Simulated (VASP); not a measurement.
Here is a VASP 6.6.1 calculation.

The input INCAR:

```
SYSTEM = Rb3LuBe2
ALGO = Normal
EDIFF = 1E-7
EDIFFG = -0.04
ENCUT = 600
GGA = PE
IBRION = 2
ISIF = 3
ISMEAR = 0
LASPH = .True.
LCHARG = .False.
LREAL = .False.
LWAVE = .False.
NELM = 60
NSW = 90
PREC = Accurate
SIGMA = 0.1
```

File KPOINTS:

```
k-points
0
Gamma
  4 4 2
  0 0 0
```

POSCAR

```
Rb3LuBe2
1.0
    4.1222192800      0.0000000000      0.0000000000
    0.0000000000      4.1222192800      0.0000000000
    0.0000000000      0.0000000000      9.0427963000
Rb Lu Be
3 1 2
Direct
    0.5000000000      0.5000000000      0.0000000000
    0.0000000000      0.5000000000      0.3774000100
    0.5000000000      0.0000000000      0.6225999900
    0.0000000000      0.0000000000      0.0000000000
    0.0000000000      0.5000000000      0.7372320300
    0.5000000000      0.0000000000      0.2627679700
```

Potentials or basis: VASP PAW PBE potentials, release 64 (Rb_sv, Lu, Be).

Command:

```bash
$ cat potpaw_PBE.64/Rb_sv/POTCAR potpaw_PBE.64/Lu/POTCAR potpaw_PBE.64/Be/POTCAR > POTCAR
$ mpirun -np 1 vasp_std > vasp.out
```

**Question.** Predict the band gap on the k mesh.

**Answer.** Zero (bands 28 and 29 overlap by 0.18 eV).

**Question.** What does it give for the relaxed cell?

**Answer.** a = 5.379 Å, b = 5.379 Å, c = 8.636 Å, α = 90.00°, β = 90.00°, γ = 90.00°.

**Question.** Predict the space group after relaxing (to 0.1 Å).

**Answer.** P-4m2 (No. 115).

**Question.** What does it give for the relaxed volume?

**Answer.** 41.64 Å³/atom.

Forces on the atoms (eV/Å):
```
Rb   0.000  0.000  0.000
Rb   0.000  0.000 -0.008
Rb   0.000  0.000  0.008
Lu   0.000  0.000  0.000
Be   0.000  0.000 -0.014
Be   0.000  0.000  0.014
```

Caveat: the k points lie up to 0.36 Å⁻¹ apart in the final cell; the volume moved by over 15 % at a fixed basis, so the end points are rough; spin-orbit coupling is left out, which moves the levels of the heavy elements.
